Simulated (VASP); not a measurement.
# AlN in VASP: settings compared

AlN is run at these levels: PBE, r2SCAN; tasks: single point, relaxation of cell and atoms.

Everything below comes from runs of VASP 6.6.1. Logs are shortened: lines on timing, memory, paths and dates and some standing lists are left out, and cuts for length are marked.

### 1 The cell of the first run

Symmetry: C2, No. 5, monoclinic system. The conventional cell has a = 5.755 Å, b = 3.179 Å, c = 3.995 Å, α = 90.00°, β = 90.08°, γ = 90.00°. Within 2.5 Å of Al (site symmetry 1) lie 5 N at 1.86 to 2.00 Å. N (site symmetry 1) has 5 Al at 1.86 to 2.00 Å within 2.5 Å.

### 2 Single point, PBE (strained and its atoms moved)

INCAR reads:

```
PREC     = Accurate       # precision mode
ENCUT    = 520            # plane-wave cutoff, eV
EDIFF    = 1E-6           # SCF threshold, eV
ISMEAR   = 0              # smearing method
SIGMA    = 0.02           # smearing width, eV
LREAL    = F              # projectors in reciprocal space
LASPH    = T              # aspherical terms in the spheres
NELM     = 60             # most SCF steps
ALGO     = Normal         # electronic algorithm
ISIF     = 2              # what is computed and relaxed
LWAVE    = F              # write WAVECAR
LCHARG   = F              # write CHGCAR
GGA      = PE             # functional
NBANDS   = 16             # bands
```

KPOINTS reads:

```
regular mesh
0
Gamma
  9 9 6
```

POSCAR reads:

```
AlN
1.0
    3.2868111775      0.0622677759     -0.0019872694
   -1.5894801130      2.7530556382     -0.0000102970
   -0.0025125378     -0.0014656470      3.9952282314
Al N
2 2
Direct
    0.3378381684      0.6636406335      0.7548379362
    0.6621618316      0.3258024552      0.2451620638
    0.3071135148      0.6588352181      0.2544994490
    0.6928864852      0.3517216932      0.7455005510
```

Potentials or basis: VASP PAW PBE potentials, release 64 (Al, N).

Launch:

```sh
$ cat potpaw_PBE.64/Al/POTCAR potpaw_PBE.64/N/POTCAR > POTCAR
$ mpirun -np 1 vasp_std > vasp.out
```

OUTCAR:

```text
PREC = Accurate
   ENCUT = 520
   EDIFF = 1E-6
   ISMEAR = 0
   LREAL = F
   LASPH = T
   NELM = 60
   ISIF = 2
   GGA = PE

 ion  position               nearest neighbor table
   1  0.338  0.664  0.755-   4 1.86   4 1.86   4 1.92   3 2.00   3 2.00   2 2.69   2 2.69   2 2.75
                             2 2.75   2 2.76   2 2.81
   2  0.662  0.326  0.245-   3 1.86   3 1.86   3 1.92   4 2.00   4 2.00   1 2.69   1 2.69   1 2.75
                             1 2.75   1 2.76   1 2.81
   3  0.307  0.659  0.254-   2 1.86   2 1.86   2 1.92   1 2.00   1 2.00
   4  0.693  0.352  0.746-   1 1.86   1 1.86   1 1.92   2 2.00   2 2.00

  LATTYP: Found a base centered monoclinic cell.
 ALAT       =     5.7551907722
 B/A-ratio  =     0.5523633018
 C/A-ratio  =     0.6941958049
 COS(beta)  =    -0.0014204441

  Lattice vectors:

 A1 = (   3.2868111775,   0.0622677759,  -0.0019872694)
 A2 = (   1.6973310645,   2.8153234141,  -0.0019975664)
 A3 = (  -0.0025125378,  -0.0014656470,   3.9952282314)

Analysis of symmetry for initial positions (statically):
=====================================================================
 Subroutine PRICEL returns:
 Original cell was already a primitive cell.

 Routine SETGRP: Setting up the symmetry group for a
 base centered monoclinic supercell.

 Subroutine GETGRP returns: Found  2 space group operations
 (whereof  2 operations were pure point group operations)
 out of a pool of  4 trial point group operations.

The static configuration has the point symmetry C_2 .

Analysis of symmetry for dynamics (positions and initial velocities):
=====================================================================
 Subroutine PRICEL returns:
 Original cell was already a primitive cell.

 Routine SETGRP: Setting up the symmetry group for a
 base centered monoclinic supercell.

 Subroutine GETGRP returns: Found  2 space group operations
 (whereof  2 operations were pure point group operations)
 out of a pool of  4 trial point group operations.

The dynamic configuration has the point symmetry C_2 .

 Subroutine INISYM returns: Found  2 space group operations
 (whereof  2 operations are pure point group operations),
 and found     1 'primitive' translations

----------------------------------------------------------------------------------------

                                     Primitive cell

  volume of cell :      36.5473

  direct lattice vectors                    reciprocal lattice vectors
     3.286811178  0.062267776 -0.001987269     0.300954638  0.173756538  0.000253008
    -1.589480113  2.753055638 -0.000010297    -0.006806821  0.359302835  0.000127529
    -0.002512538 -0.001465647  3.995228231     0.000149681  0.000087354  0.250298718

  length of vectors
     3.287401549  3.178956177  3.995229290     0.347512723  0.359367328  0.250298778

  position of ions in fractional coordinates (direct lattice)
     0.337838168  0.663640634  0.754837936
     0.662161832  0.325802455  0.245162064
     0.307113515  0.658835218  0.254499449
     0.692886485  0.351721693  0.745500551

  ion indices of the primitive-cell ions
   primitive index   ion index
                 1           1
                 2           2
                 3           3
                 4           4

----------------------------------------------------------------------------------------

 KPOINTS: regular mesh

Automatic generation of k-mesh.
 Grid dimensions read from file:
 generate k-points for:    9    9    6

 Generating k-lattice:

  Cartesian coordinates                     Fractional coordinates (reciprocal lattice)
     0.033439404  0.019306282  0.000028112     0.111111111  0.000000000  0.000000000
    -0.000756313  0.039922537  0.000014170     0.000000000  0.111111111  0.000000000
     0.000024947  0.000014559  0.041716453    -0.000000000  0.000000000  0.166666667

  Length of vectors
     0.038612525  0.039929703  0.041716463

  Shift w.r.t. Gamma in fractional coordinates (k-lattice)
     0.000000000  0.000000000  0.000000000

 Subroutine IBZKPT returns following result:
 ===========================================

 Found    140 irreducible k-points:

 Following reciprocal coordinates:
            Coordinates               Weight
  0.000000  0.000000  0.000000      1.000000
  0.111111  0.000000  0.000000      2.000000
  0.222222  0.000000  0.000000      2.000000
  0.333333  0.000000  0.000000      2.000000
  0.444444  0.000000  0.000000      2.000000
  0.000000  0.111111 -0.000000      4.000000
[... 16 lines left out ...]
  0.222222  0.444444  0.000000      4.000000
 -0.333333  0.444444 -0.000000      4.000000
 [... further k-points ...]
   k-points           NKPTS =    140   k-points in BZ     NKDIM =    140   number of bands    NBANDS=     16
   number of dos      NEDOS =    301   number of ions     NIONS =      4
   total plane-waves  NPLWV =  17280
   dimension x,y,z NGX =    24 NGY =   24 NGZ =   30
   dimension x,y,z NGXF=    48 NGYF=   48 NGZF=   60
   ions per type =               2   2
   NGX,Y,Z   is equivalent  to a cutoff of  12.14, 12.55, 12.48 a.u.
   NGXF,Y,Z  is equivalent  to a cutoff of  24.27, 25.10, 24.97 a.u.
 SYSTEM =  unknown system
   PREC   = accura    normal or accurate (medium, high low for compatibility)
   ISTART =      0    job   : 0-new  1-cont  2-samecut
   ICHARG =      2    charge: 1-file 2-atom 10-const
   ISPIN  =      1    spin polarized calculation?
   LNONCOLLINEAR =      F non collinear calculations
   LSORBIT =      F    spin-orbit coupling
   LASPH  =      T    aspherical Exc in radial PAW
   ENCUT  =  520.0 eV  38.22 Ry    6.18 a.u.   6.11  5.91  7.43*2*pi/ulx,y,z
   NELM   =     60;   NELMIN=  2; NELMDL= -5     # of ELM steps
   EDIFF  = 0.1E-05   stopping-criterion for ELM
   LREAL  =      F    real-space projection
   EDIFFG = 0.1E-04   stopping-criterion for IOM
   NSW    =      0    number of steps for IOM
   IBRION =     -1    ionic relax: 0-MD 1-quasi-New 2-CG
   NFREE  =      0    steps in history (QN), initial steepest desc. (CG)
   ISIF   =      2    stress and relaxation
   ISYM   =      2    0-nonsym 1-usesym 2-fastsym
   POTIM  = 0.5000    time-step for ionic-motion
   TEBEG  =    0.0;   TEEND  =   0.0 temperature during run
   PSTRESS=    0.0 pullay stress
   NELECT =      16.0000    total number of electrons
   NUPDOWN=      -1.0000    fix difference up-down
   EMIN   =  10.00;   EMAX   =-10.00  energy-range for DOS
   EFERMI =   0.00;   METHOD = LEGACY
   ISMEAR =     0;   SIGMA  =   0.02  broadening in eV -4-tet -1-fermi 0-gaus
   EFERMI_NEDOS =   21; number of points for ismear=-14 and -15
   IALGO  =     38    algorithm
   IMIX   =      4    mixing-type and parameters
     AMIX     =   0.40;   BMIX     =  1.00
     AMIX_MAG =   1.60;   BMIX_MAG =  1.00
  volume/ion in A,a.u.               =       9.14        61.66
  Fermi-wavevector in a.u.,A,eV,Ry     =   1.243072  2.349066 21.024106  1.545228
  Thomas-Fermi vector in A             =   2.377399
   LORBIT       =      0    0 simple, 1 ext, 2 COOP (PROOUT), +10 PAW based schemes
   GGA     = PE    functional components
   LHFCALC =     F    Hartree Fock is set to
   AEXX    =    0.0000 exact exchange contribution
   IVDW    =     0    specifies the selected vdW correction
   LEPSILON=     F    determine dielectric tensor
   LRPA    =     F    only Hartree local field effects (RPA)
 non-spin polarized calculation
 Gauss-broadening in eV      SIGMA  =   0.02
  energy-cutoff  :      520.00
  volume of cell :       36.55
 maximum number of plane-waves:       998
   NGX = 13   NGY = 11   NGZ = 15

 number of electron      16.0000000 magnetization

 Free energy of the ion-electron system (eV)
  ---------------------------------------------------
  ext. energy  EPLUGINS =         0.00000000
  ---------------------------------------------------
  free energy    TOTEN  =       -29.02249116 eV

  energy without entropy =      -29.02249116  energy(sigma->0) =      -29.02249116

 E-fermi :   8.9354     XC(G=0): -11.5417

 val. band max:        8.8195864639   @ k =   0.0000   0.0000   0.0000
 cond. band min:      12.7491834802   @ k =   0.0000   0.0000   0.0000
 fundamental gap:      3.9295970163
 Fermi energy:         8.9354006274

 k-point     1 :       0.0000    0.0000    0.0000
  band No.  band energies     occupation
      1      -8.5443      2.00000
      2      -4.3383      2.00000
      3       1.6106      2.00000
      4       4.9548      2.00000
      5       5.7163      2.00000
      6       7.2014      2.00000
[... 8 lines left out ...]
     15      21.1963      0.00000
     16      21.3378      0.00000

 k-point     2 :       0.1111    0.0000    0.0000
  band No.  band energies     occupation
      1      -8.3981      2.00000
      2      -4.3625      2.00000
      3       1.7636      2.00000
      4       4.5243      2.00000
      5       5.4871      2.00000
      6       6.7714      2.00000
[... 8 lines left out ...]
     15      20.8666      0.00000
     16      21.0507      0.00000

 k-point     3 :       0.2222    0.0000    0.0000
  band No.  band energies     occupation
      1      -7.9750      2.00000
      2      -4.4857      2.00000
      3       2.2131      2.00000
      4       3.6177      2.00000
      5       5.0514      2.00000
      6       5.8257      2.00000
[... 8 lines left out ...]
     15      20.2018      0.00000
     16      21.3824      0.00000

 k-point     4 :       0.3333    0.0000    0.0000
  band No.  band energies     occupation
      1      -7.3314      2.00000
      2      -4.8178      2.00000
      3       2.8387      2.00000
      4       2.9210      2.00000
      5       4.6733      2.00000
      6       4.9517      2.00000
[... 8 lines left out ...]
     15      21.2109      0.00000
     16      21.9994      0.00000

 k-point     5 :       0.4444    0.0000    0.0000
  band No.  band energies     occupation
      1      -6.6341      2.00000
      2      -5.3399      2.00000
      3       2.4669      2.00000
      4       3.7306      2.00000
      5       4.4100      2.00000
      6       4.4725      2.00000
[... 8 lines left out ...]
     15      22.4275      0.00000
     16      22.8761      0.00000

 k-point     6 :       0.0000    0.1111   -0.0000
  band No.  band energies     occupation
      1      -8.3915      2.00000
      2      -4.3407      2.00000
      3       1.7676      2.00000
      4       4.7041      2.00000
      5       5.2243      2.00000
      6       6.7492      2.00000
[... 8 lines left out ...]
     15      20.4605      0.00000
     16      21.5126      0.00000
[... 267 lines left out ...]
 k-point    21 :       0.0000    0.4444   -0.0000
  band No.  band energies     occupation
      1      -6.6645      2.00000
      2      -4.9939      2.00000
      3       2.1431      2.00000
      4       3.6274      2.00000
      5       3.8927      2.00000
      6       4.8741      2.00000
[... 8 lines left out ...]
     15      22.7233      0.00000
     16      24.0127      0.00000

 k-point    22 :       0.1111    0.4444   -0.0000
  band No.  band energies     occupation
      1      -6.4498      2.00000
      2      -5.1364      2.00000
      3       1.9829      2.00000
      4       3.8357      2.00000
      5       3.8825      2.00000
      6       4.8435      2.00000
[... 8 lines left out ...]
     15      22.7990      0.00000
     16      23.9214      0.00000

 k-point    23 :       0.2222    0.4444    0.0000
  band No.  band energies     occupation
      1      -6.3282      2.00000
      2      -5.1855      2.00000
      3       1.8126      2.00000
      4       3.8425      2.00000
      5       4.0349      2.00000
      6       4.9253      2.00000
[... 8 lines left out ...]
     15      22.7911      0.00000
     16      23.3739      0.00000

 k-point    24 :      -0.3333    0.4444   -0.0000
  band No.  band energies     occupation
      1      -6.8598      2.00000
      2      -4.8278      2.00000
      3       2.2659      2.00000
      4       3.4068      2.00000
      5       3.8045      2.00000
      6       5.1134      2.00000
[... 8 lines left out ...]
     15      22.5129      0.00000
     16      23.6268      0.00000

 [... further k-points ...]

------------------------ aborting loop because EDIFF is reached ----------------------------------------

  FORCE on cell =-STRESS in cart. coord.  units (eV):
  Direction    XX          YY          ZZ          XY          YZ          ZX
  --------------------------------------------------------------------------------------
  -------------------------------------------------------------------------------------
  Total        4.3393517      4.2241547      5.3012818      0.0997501      0.0838852      0.1453551
  in kB      190.2303865    185.1803300    232.3998986      4.3728886      3.6773950      6.3721407
  external PRESSURE =     202.6035383 kB  Pullay stress =       0.0000000 kB

 VOLUME and BASIS-vectors are now :
 -----------------------------------------------------------------------------
  energy-cutoff  :      520.00
  volume of cell :       36.55
      direct lattice vectors                 reciprocal lattice vectors
     3.286811178  0.062267776 -0.001987269     0.300954638  0.173756538  0.000253008
    -1.589480113  2.753055638 -0.000010297    -0.006806821  0.359302835  0.000127529
    -0.002512538 -0.001465647  3.995228231     0.000149681  0.000087354  0.250298718

 POSITION                                       TOTAL-FORCE (eV/Angst)
 -----------------------------------------------------------------------------------
      0.05367      1.84697      3.01507        -0.194934      0.485934     -0.382237
      1.65793      0.93782      0.97816        -0.323364      0.411782      0.382233
     -0.03842      1.83256      1.01617         1.071995      0.020440     -0.469706
      1.71646      1.01036      2.97706        -0.553698     -0.918156      0.469709
 -----------------------------------------------------------------------------------
    total drift:                               -0.000024      0.000034      0.000029

  FREE ENERGIE OF THE ION-ELECTRON SYSTEM (eV)
  ---------------------------------------------------
  free  energy   TOTEN  =       -29.0224911647 eV

  energy  without entropy=      -29.0224911647  energy(sigma->0) =      -29.02249116
```

Wall time 43 s (1 thread of Intel Xeon 6975P-C, shared host); peak memory 0.19 GiB.

What came out:

| Quantity | Value |
| --- | --- |
| Free energy | -29.0225 eV |
| Pressure | 20.3 GPa |
| Largest force | 1.171 eV/Å |
| Band gap on the k mesh | 3.93 eV, direct |

Forces in eV/Å, atoms in the order of the input:
```
Al  -0.195  0.486 -0.382
Al  -0.323  0.412  0.382
N    1.072  0.020 -0.470
N   -0.554 -0.918  0.470
```

Stress tensor (GPa, compression positive):
```
19.02  0.44  0.64
 0.44 18.52  0.37
 0.64  0.37 23.24
```

Caveat: the cell differs from its parent crystal (strained and its atoms moved); forces of over 1 eV/Å act on the atoms, so gaps and moduli don't describe the material at rest. A k mesh can miss the band edges.

### 3 Single point, PBE (strained and its atoms moved)

INCAR reads:

```
ALGO = Normal
EDIFF = 1E-7
ENCUT = 520
GGA = PE
ISIF = 2
ISMEAR = 0
LASPH = True
LCHARG = False
LREAL = False
LWAVE = False
NBANDS = 16
NELM = 80
PREC = Accurate
SIGMA = 0.02
```

KPOINTS reads:

```
k-points
0
Gamma
  9 9 6
```

POSCAR reads:

```
AlN
1.0
    3.3832931091      0.0000000000      0.0000000000
   -1.6916465545      2.9300177809      0.0000000000
    0.0000000000      0.0000000000      4.1519268389
Al N
2 2
Direct
    0.3333333300      0.6666666700      0.7588000709
    0.6666666700      0.3333333300      0.2411999291
    0.3333333300      0.6666666700      0.2317476003
    0.6666666700      0.3333333300      0.7682523997
```

Potentials or basis: VASP PAW PBE potentials, release 64 (Al, N).

Launch:

```sh
$ cat potpaw_PBE.64/Al/POTCAR potpaw_PBE.64/N/POTCAR > POTCAR
$ mpirun -np 1 vasp_std > vasp.out
```

It took 69 s on 1 thread of AMD EPYC 7R13, shared host; peak memory 0.15 GiB.

Results (log left out):

| Quantity | Value |
| --- | --- |
| Free energy | -29.1301 eV |
| Pressure | -5.1 GPa |
| Largest force | 1.678 eV/Å |
| Band gap on the k mesh | 3.25 eV, direct |

Forces on the atoms (eV/Å):
```
Al   0.000  0.000 -0.524
Al   0.000  0.000  0.524
N    0.000  0.000  1.678
N    0.000  0.000 -1.678
```

Stress tensor (GPa, compression positive):
```
-8.43  0.00  0.00
 0.00 -8.43  0.00
 0.00  0.00  1.42
```

Levels at points of the mesh, in eV from the valence-band top:
| k point | band 4 | band 5 | band 6 | band 7 | band 8 | band 9 | band 10 | band 11 | band 12 | band 13 |
| --- | --- | --- | --- | --- | --- | --- | --- | --- | --- | --- |
| (0.00, 0.00, 0.00) | -3.01 | -3.01 | -1.19 | -1.19 | 0.00 | 3.25 | 4.45 | 8.20 | 8.20 | 11.23 |
| (0.00, 0.00, 0.50) | -3.20 | -2.37 | -2.37 | -1.91 | -1.91 | 5.44 | 5.96 | 8.17 | 8.17 | 8.56 |

Caveat: the cell differs from its parent crystal (strained and its atoms moved); forces of over 1 eV/Å act on the atoms, so gaps and moduli don't describe the material at rest.

### 4 Single point, r2SCAN (functional r2SCAN, strained)

POSCAR reads:

```
AlN
1.0
    3.4524832069      0.0000000000      0.0000000000
   -1.7262416035      2.9899381634      0.0000000000
    0.0000000000      0.0000000000      4.3650319199
Al N
2 2
Direct
    0.3333333300      0.6666666700      0.7500000000
    0.6666666700      0.3333333300      0.2500000000
    0.3333333300      0.6666666700      0.2500000000
    0.6666666700      0.3333333300      0.7500000000
```

INCAR.step1 reads:

```
SYSTEM = AlN
PREC = Accurate
ENCUT = 520
ISMEAR = 0
SIGMA = 0.02
LREAL = .FALSE.
LASPH = .TRUE.
NELM = 60
NBANDS = 16
GGA = PE
ALGO = Normal
EDIFF = 1E-4
LWAVE = .TRUE.
LCHARG = .FALSE.
```

INCAR.step2 reads:

```
SYSTEM = AlN
PREC = Accurate
ENCUT = 520
EDIFF = 1E-6
ISMEAR = 0
SIGMA = 0.02
LREAL = .FALSE.
LASPH = .TRUE.
NELM = 60
ALGO = Normal
ISIF = 2
LWAVE = .FALSE.
LCHARG = .TRUE.
METAGGA = R2SCAN
LMIXTAU = .TRUE.
LELF = .TRUE.
LVHAR = .TRUE.
NBANDS = 16
ISTART = 1
```

KPOINTS reads:

```
regular mesh
0
G
  9 9 6
  0 0 0
```

Launch:

```sh
$ cat potpaw_PBE.64/Al/POTCAR potpaw_PBE.64/N/POTCAR > POTCAR
$ cp INCAR.step1 INCAR
$ mpirun -np 1 vasp_std > vasp.out
$ cp INCAR.step2 INCAR
$ mpirun -np 1 vasp_std > vasp.out
```

It took 3 min on 1 thread of AMD EPYC 7R13, shared host; peak memory 0.15 GiB.

The run converged. Its results:

* Free energy: -37.4477 eV
* Pressure: -25.5 GPa
* Band gap on the k mesh: 2.88 eV, direct

Stress tensor (GPa, compression positive):
```
-26.87   0.00   0.00
  0.00 -26.87   0.00
  0.00   0.00 -22.89
```

Levels at points of the mesh, in eV from the valence-band top:
| k point | band 4 | band 5 | band 6 | band 7 | band 8 | band 9 | band 10 | band 11 | band 12 | band 13 |
| --- | --- | --- | --- | --- | --- | --- | --- | --- | --- | --- |
| (0.00, 0.00, 0.00) | -3.06 | -3.06 | -1.48 | -1.48 | 0.00 | 2.88 | 4.17 | 8.34 | 8.34 | 11.08 |
| (0.00, 0.00, 0.50) | -3.63 | -2.30 | -2.30 | -2.30 | -2.30 | 5.48 | 5.48 | 8.56 | 8.56 | 8.56 |

Caveat: the cell differs from its parent crystal (functional r2SCAN, strained); the PAW data sets were made with another functional, which shifts forces and pressure a little.

(Part 1 of 2 ends here.)
